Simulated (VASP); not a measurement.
Input of a VASP 6.6.1 run:

File INCAR:

```
SYSTEM = LiBPt
ALGO     = Normal         ! electronic algorithm
EDIFF    = 1E-7           ! SCF threshold, eV
EDIFFG   = -0.04          ! ionic threshold
ENCUT    = 880            ! plane-wave cutoff, eV
GGA      = PE             ! functional
GGA_COMPAT= .FALSE.      
IBRION   = 2              ! ionic algorithm
ISIF     = 3              ! what is computed and relaxed
ISMEAR   = 0              ! smearing method
LASPH    = .TRUE.         ! aspherical terms in the spheres
LCHARG   = .FALSE.        ! write CHGCAR
LREAL    = .FALSE.        ! projectors in reciprocal space
LWAVE    = .FALSE.        ! write WAVECAR
NELM     = 120            ! most SCF steps
NELMIN   = 4            
NSW      = 90             ! ionic steps
PREC     = Accurate       ! precision mode
SIGMA    = 0.1            ! smearing width, eV
```

KPOINTS

```
k-points
0
G
  6 6 6
  0 0 0
```

The input POSCAR:

```
LiBPt
1.0
    3.0960550100      0.0000000000      0.0000000000
    0.0000000000      3.0960550100      0.0000000000
    0.0000000000      0.0000000000      3.2653963500
Li B Pt
1 1 1
Direct
    0.0000000000      0.0000000000      0.0000000000
    0.5000000000      0.5000000000      0.5000000000
    0.5000000000      0.5000000000      0.0000000000
```

Potentials or basis: VASP PAW PBE potentials, release 64 (Li_sv, B, Pt_sv_GW).

Run with:

```bash
$ cat potpaw_PBE.64/Li_sv/POTCAR potpaw_PBE.64/B/POTCAR potpaw_PBE.64/Pt_sv_GW/POTCAR > POTCAR
$ mpirun -np 1 vasp_std > vasp.out
```

(1) Estimate the band gap on the k mesh.

(2) Estimate the space group after relaxing (to 0.1 Å).

Answers

(1) zero (bands 12 and 13 overlap by 1.05 eV).

(2) P4/mmm (No. 123).

Caveat: spin-orbit coupling is left out, which moves the levels of the heavy elements.
